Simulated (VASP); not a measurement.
# YSe (I4/mmm) in VASP: single point with LDA

Aim: the single point of YSe with LDA.

Program: VASP 6.6.1. These are calculated values, not measurements. Logs are shortened: lines on timing, memory, paths and dates and some standing lists are left out, and cuts for length are marked.

## (1) The cell of the first run

The structure is tetragonal, space group I4/mmm (No. 139). The conventional cell has a = 4.066 Å, b = 4.066 Å, c = 5.865 Å, α = 90.00°, β = 90.00°, γ = 90.00°. Within 3.8 Å of Y (site symmetry 4/mmm) lie 6 Se at 2.88 to 2.93 Å. Within 3.8 Å of Se (site symmetry 4/mmm) lie 6 Y at 2.88 to 2.93 Å.

## (2) Single point, LDA (zz strain of +2 %)

INCAR reads:

```
PREC = Accurate
ENCUT = 520
EDIFF = 1E-6
ISMEAR = -1
SIGMA = 0.03
LREAL = False
LASPH = True
NELM = 100
ALGO = Normal
ISIF = 2
LWAVE = False
LCHARG = False
GGA = CA
NBANDS = 16
```

KPOINTS reads:

```
regular mesh
0
Gamma
  7 7 7
```

POSCAR reads:

```
YSe
1.0
    0.0000000000      2.8750000000      2.9325000000
    2.8750000000      0.0000000000      2.9325000000
    2.8750000000      2.8750000000      0.0000000000
Y Se
1 1
Direct
    0.0000000000      0.0000000000      0.0000000000
    0.5000000000      0.5000000000      0.5000000000
```

Potentials or basis: VASP PAW LDA potentials, release 64 (Y_sv, Se).

Launch:

```console
> cat potpaw_LDA.64/Y_sv/POTCAR potpaw_LDA.64/Se/POTCAR > POTCAR
> mpirun -np 1 vasp_std > vasp.out
```

OUTCAR:

```text
PREC = Accurate
   ENCUT = 520
   EDIFF = 1E-6
   ISMEAR = -1
   LREAL = False
   LASPH = True
   NELM = 100
   ISIF = 2
   GGA = CA

 ion  position               nearest neighbor table
   1  0.000  0.000  0.000-   2 2.88   2 2.88   2 2.88   2 2.88   2 2.93   2 2.93
   2  0.500  0.500  0.500-   1 2.88   1 2.88   1 2.88   1 2.88   1 2.93   1 2.93

  LATTYP: Found a body centered tetragonal cell.
 ALAT       =     4.0658639918
 C/A-ratio  =     1.4424978336

  Lattice vectors:

 A1 = (  -2.8750000000,   0.0000000000,   2.9325000000)
 A2 = (   2.8750000000,   0.0000000000,   2.9325000000)
 A3 = (   0.0000000000,   2.8750000000,  -2.9325000000)

Analysis of symmetry for initial positions (statically):
=====================================================================
 Subroutine PRICEL returns:
 Original cell was already a primitive cell.

 Routine SETGRP: Setting up the symmetry group for a
 body centered tetragonal supercell.

 Subroutine GETGRP returns: Found 16 space group operations
 (whereof 16 operations were pure point group operations)
 out of a pool of 16 trial point group operations.

The static configuration has the point symmetry D_4h.

Analysis of symmetry for dynamics (positions and initial velocities):
=====================================================================
 Subroutine PRICEL returns:
 Original cell was already a primitive cell.

 Routine SETGRP: Setting up the symmetry group for a
 body centered tetragonal supercell.

 Subroutine GETGRP returns: Found 16 space group operations
 (whereof 16 operations were pure point group operations)
 out of a pool of 16 trial point group operations.

The dynamic configuration has the point symmetry D_4h.

 Subroutine INISYM returns: Found 16 space group operations
 (whereof 16 operations are pure point group operations),
 and found     1 'primitive' translations

----------------------------------------------------------------------------------------

                                     Primitive cell

  volume of cell :      48.4779

  direct lattice vectors                    reciprocal lattice vectors
     0.000000000  2.875000000  2.932500000    -0.173913043  0.173913043  0.170502984
     2.875000000  0.000000000  2.932500000     0.173913043 -0.173913043  0.170502984
     2.875000000  2.875000000  0.000000000     0.173913043  0.173913043 -0.170502984

  length of vectors
     4.106723907  4.106723907  4.065863992     0.299270381  0.299270381  0.299270381

  position of ions in fractional coordinates (direct lattice)
     0.000000000  0.000000000  0.000000000
     0.500000000  0.500000000  0.500000000

  ion indices of the primitive-cell ions
   primitive index   ion index
                 1           1
                 2           2

----------------------------------------------------------------------------------------

 KPOINTS: regular mesh

Automatic generation of k-mesh.
 Grid dimensions read from file:
 generate k-points for:    7    7    7

 Generating k-lattice:

  Cartesian coordinates                     Fractional coordinates (reciprocal lattice)
    -0.024844720  0.024844720  0.024357569     0.142857143  0.000000000  0.000000000
     0.024844720 -0.024844720  0.024357569     0.000000000  0.142857143  0.000000000
     0.024844720  0.024844720 -0.024357569     0.000000000  0.000000000  0.142857143

  Length of vectors
     0.042752912  0.042752912  0.042752912

  Shift w.r.t. Gamma in fractional coordinates (k-lattice)
     0.000000000  0.000000000  0.000000000

 Subroutine IBZKPT returns following result:
 ===========================================

 Found     40 irreducible k-points:

 Following reciprocal coordinates:
            Coordinates               Weight
  0.000000  0.000000  0.000000      1.000000
  0.142857 -0.000000  0.000000      8.000000
  0.285714 -0.000000  0.000000      8.000000
  0.428571 -0.000000  0.000000      8.000000
  0.142857  0.142857  0.000000      2.000000
  0.285714  0.142857  0.000000      8.000000
[... 16 lines left out ...]
  0.428571  0.285714  0.142857      8.000000
 -0.428571  0.285714  0.142857     16.000000
 [... further k-points ...]
   k-points           NKPTS =     40   k-points in BZ     NKDIM =     40   number of bands    NBANDS=     16
   number of dos      NEDOS =    301   number of ions     NIONS =      2
   total plane-waves  NPLWV =  30720
   dimension x,y,z NGX =    32 NGY =   32 NGZ =   30
   dimension x,y,z NGXF=    64 NGYF=   64 NGZF=   60
   ions per type =               1   1
   NGX,Y,Z   is equivalent  to a cutoff of  12.95, 12.95, 12.27 a.u.
   NGXF,Y,Z  is equivalent  to a cutoff of  25.91, 25.91, 24.53 a.u.
 SYSTEM =  unknown system
   PREC   = accura    normal or accurate (medium, high low for compatibility)
   ISTART =      0    job   : 0-new  1-cont  2-samecut
   ICHARG =      2    charge: 1-file 2-atom 10-const
   ISPIN  =      1    spin polarized calculation?
   LNONCOLLINEAR =      F non collinear calculations
   LSORBIT =      F    spin-orbit coupling
   LASPH  =      T    aspherical Exc in radial PAW
   ENCUT  =  520.0 eV  38.22 Ry    6.18 a.u.   7.64  7.64  7.56*2*pi/ulx,y,z
   NELM   =    100;   NELMIN=  2; NELMDL= -5     # of ELM steps
   EDIFF  = 0.1E-05   stopping-criterion for ELM
   LREAL  =      F    real-space projection
   EDIFFG = 0.1E-04   stopping-criterion for IOM
   NSW    =      0    number of steps for IOM
   IBRION =     -1    ionic relax: 0-MD 1-quasi-New 2-CG
   NFREE  =      0    steps in history (QN), initial steepest desc. (CG)
   ISIF   =      2    stress and relaxation
   ISYM   =      2    0-nonsym 1-usesym 2-fastsym
   POTIM  = 0.5000    time-step for ionic-motion
   TEBEG  =    0.0;   TEEND  =   0.0 temperature during run
   PSTRESS=    0.0 pullay stress
   NELECT =      17.0000    total number of electrons
   NUPDOWN=      -1.0000    fix difference up-down
   EMIN   =  10.00;   EMAX   =-10.00  energy-range for DOS
   EFERMI =   0.00;   METHOD = LEGACY
   ISMEAR =    -1;   SIGMA  =   0.03  broadening in eV -4-tet -1-fermi 0-gaus
   EFERMI_NEDOS =   21; number of points for ismear=-14 and -15
   IALGO  =     38    algorithm
   IMIX   =      4    mixing-type and parameters
     AMIX     =   0.40;   BMIX     =  1.00
     AMIX_MAG =   1.60;   BMIX_MAG =  1.00
  volume/ion in A,a.u.               =      24.24       163.57
  Fermi-wavevector in a.u.,A,eV,Ry     =   1.154454  2.181601 18.133350  1.332764
  Thomas-Fermi vector in A             =   2.291090
   LORBIT       =      0    0 simple, 1 ext, 2 COOP (PROOUT), +10 PAW based schemes
   GGA     = CA    functional components
   LHFCALC =     F    Hartree Fock is set to
   AEXX    =    0.0000 exact exchange contribution
   IVDW    =     0    specifies the selected vdW correction
   LEPSILON=     F    determine dielectric tensor
   LRPA    =     F    only Hartree local field effects (RPA)
 non-spin polarized calculation
  energy-cutoff  :      520.00
  volume of cell :       48.48
 maximum number of plane-waves:      1319
   NGX = 15   NGY = 15   NGZ = 15

 number of electron      16.9999999 magnetization

 Free energy of the ion-electron system (eV)
  ---------------------------------------------------
  ext. energy  EPLUGINS =         0.00000000
  ---------------------------------------------------
  free energy    TOTEN  =       -14.85860504 eV

  energy without entropy =      -14.85473866  energy(sigma->0) =      -14.85667185

 E-fermi :   5.8259     XC(G=0): -10.3275

 val. band max:        5.8217026499   @ k =   0.1429  -0.0000   0.0000
 cond. band min:       5.8583001858   @ k =   0.4286   0.0000   0.1429
 fundamental gap:      0.0365975359
 Fermi energy:         5.8258676146

 k-point     1 :       0.0000    0.0000    0.0000
  band No.  band energies     occupation
      1     -37.7566      2.00000
      2     -17.8435      2.00000
      3     -17.8396      2.00000
      4     -17.8396      2.00000
      5      -9.3228      2.00000
      6       2.7178      2.00000
[... 8 lines left out ...]
     15      11.9274      0.00000
     16      17.4507      0.00000

 k-point     2 :       0.1429   -0.0000    0.0000
  band No.  band energies     occupation
      1     -37.7539      2.00000
      2     -17.8916      2.00000
      3     -17.8462      2.00000
      4     -17.8420      2.00000
      5      -9.1522      2.00000
      6       1.6324      2.00000
[... 8 lines left out ...]
     15      12.6378      0.00000
     16      15.5351      0.00000

 k-point     3 :       0.2857   -0.0000    0.0000
  band No.  band energies     occupation
      1     -37.7478      2.00000
      2     -18.0017      2.00000
      3     -17.8550      2.00000
      4     -17.8474      2.00000
      5      -8.7459      2.00000
      6       0.0858      2.00000
[... 8 lines left out ...]
     15      12.7003      0.00000
     16      13.8297      0.00000

 k-point     4 :       0.4286   -0.0000    0.0000
  band No.  band energies     occupation
      1     -37.7429      2.00000
      2     -18.0866      2.00000
      3     -17.8620      2.00000
      4     -17.8517      2.00000
      5      -8.3878      2.00000
      6      -0.8704      2.00000
[... 8 lines left out ...]
     15      11.7828      0.00000
     16      12.0263      0.00000

 k-point     5 :       0.1429    0.1429    0.0000
  band No.  band energies     occupation
      1     -37.7532      2.00000
      2     -17.8872      2.00000
      3     -17.8525      2.00000
      4     -17.8525      2.00000
      5      -9.1329      2.00000
      6       1.2173      2.00000
[... 8 lines left out ...]
     15      12.8807      0.00000
     16      15.3988      0.00000

 k-point     6 :       0.2857    0.1429    0.0000
  band No.  band energies     occupation
      1     -37.7483      2.00000
      2     -17.9621      2.00000
      3     -17.8630      2.00000
      4     -17.8624      2.00000
      5      -8.8636      2.00000
      6       0.3233      2.00000
[... 8 lines left out ...]
     15      12.7349      0.00000
     16      13.8731      0.00000

 k-point     7 :       0.4286    0.1429    0.0000
  band No.  band energies     occupation
      1     -37.7430      2.00000
      2     -18.0469      2.00000
      3     -17.8785      2.00000
      4     -17.8656      2.00000
      5      -8.5270      2.00000
      6      -0.4416      2.00000
[... 8 lines left out ...]
     15      11.5445      0.00000
     16      12.9138      0.00000

 k-point     8 :      -0.4286    0.1429    0.0000
  band No.  band energies     occupation
      1     -37.7412      2.00000
      2     -18.0763      2.00000
      3     -17.8921      2.00000
      4     -17.8584      2.00000
      5      -8.3833      2.00000
      6      -0.7428      2.00000
[... 8 lines left out ...]
     15      12.0570      0.00000
     16      12.5424      0.00000

 k-point     9 :      -0.2857    0.1429    0.0000
  band No.  band energies     occupation
      1     -37.7443      2.00000
      2     -18.0320      2.00000
      3     -17.8909      2.00000
      4     -17.8467      2.00000
      5      -8.5616      2.00000
      6      -0.3347      2.00000
[... 8 lines left out ...]
     15      12.7477      0.00000
     16      13.1546      0.00000
[... 172 lines left out ...]
 k-point    19 :       0.4286    0.0000    0.1429
  band No.  band energies     occupation
      1     -37.7426      2.00000
      2     -18.0514      2.00000
      3     -17.8756      2.00000
      4     -17.8703      2.00000
      5      -8.5069      2.00000
      6      -0.4732      2.00000
[... 8 lines left out ...]
     15      11.8289      0.00000
     16      12.7615      0.00000

 k-point    20 :      -0.4286    0.0000    0.1429
  band No.  band energies     occupation
      1     -37.7411      2.00000
      2     -18.0748      2.00000
      3     -17.8862      2.00000
      4     -17.8662      2.00000
      5      -8.3959      2.00000
      6      -0.7220      2.00000
[... 8 lines left out ...]
     15      12.2153      0.00000
     16      12.3997      0.00000

 k-point    21 :      -0.2857    0.0000    0.1429
  band No.  band energies     occupation
      1     -37.7444      2.00000
      2     -18.0241      2.00000
      3     -17.8874      2.00000
      4     -17.8539      2.00000
      5      -8.5940      2.00000
      6      -0.2840      2.00000
[... 8 lines left out ...]
     15      12.8892      0.00000
     16      13.0468      0.00000

 k-point    22 :      -0.1429    0.0000    0.1429
  band No.  band energies     occupation
      1     -37.7501      2.00000
      2     -17.9419      2.00000
      3     -17.8691      2.00000
      4     -17.8444      2.00000
      5      -8.9317      2.00000
      6       0.6651      2.00000
[... 8 lines left out ...]
     15      13.3171      0.00000
     16      13.4924      0.00000

 k-point    23 :       0.4286    0.2857    0.1429
  band No.  band energies     occupation
      1     -37.7439      2.00000
      2     -17.9989      2.00000
      3     -17.9011      2.00000
      4     -17.8684      2.00000
      5      -8.6733      2.00000
      6      -0.0722      2.00000
[... 8 lines left out ...]
     15      11.6744      0.00000
     16      13.2978      0.00000

 k-point    24 :      -0.4286    0.2857    0.1429
  band No.  band energies     occupation
      1     -37.7401      2.00000
      2     -18.0305      2.00000
      3     -17.9236      2.00000
      4     -17.8821      2.00000
      5      -8.5016      2.00000
      6      -0.2444      2.00000
[... 8 lines left out ...]
     15      12.0913      0.00000
     16      13.0309      0.00000

 [... further k-points ...]
[... 5 lines left out ...]
  --------------------------------------------------------------------------------------
  -------------------------------------------------------------------------------------
  Total       -1.4523703     -1.4523703     -2.3358446      0.0000000      0.0000000     -0.0000000
  in kB      -48.0003317    -48.0003317    -77.1988480      0.0000000      0.0000000     -0.0000000
  external PRESSURE =     -57.7331704 kB  Pullay stress =       0.0000000 kB

 VOLUME and BASIS-vectors are now :
 -----------------------------------------------------------------------------
  energy-cutoff  :      520.00
  volume of cell :       48.48
      direct lattice vectors                 reciprocal lattice vectors
     0.000000000  2.875000000  2.932500000    -0.173913043  0.173913043  0.170502984
     2.875000000  0.000000000  2.932500000     0.173913043 -0.173913043  0.170502984
     2.875000000  2.875000000  0.000000000     0.173913043  0.173913043 -0.170502984

 POSITION                                       TOTAL-FORCE (eV/Angst)
 -----------------------------------------------------------------------------------
      0.00000      0.00000      0.00000        -0.000000     -0.000000     -0.000000
      2.87500      2.87500      2.93250         0.000000      0.000000      0.000000
 -----------------------------------------------------------------------------------
    total drift:                                0.000000     -0.000000     -0.000000

  FREE ENERGIE OF THE ION-ELECTRON SYSTEM (eV)
  ---------------------------------------------------
  free  energy   TOTEN  =       -14.8586050367 eV

  energy  without entropy=      -14.8547386640  energy(sigma->0) =      -14.85667185
```

Run time: 22 s. Hardware: 1 thread of Intel Xeon Platinum 8375C at 2.90GHz (Ice Lake), shared host; peak memory 0.19 GiB.

What came out:

```yaml
Free_energy: -14.8586 eV
Pressure: -5.8 GPa
Band_gap_on_the_k_mesh: zero (an odd number of electrons rules out a gap without spin polarisation)
```

Caveat: the cell differs from its parent crystal (zz strain of +2 %); the cell stands under tension.
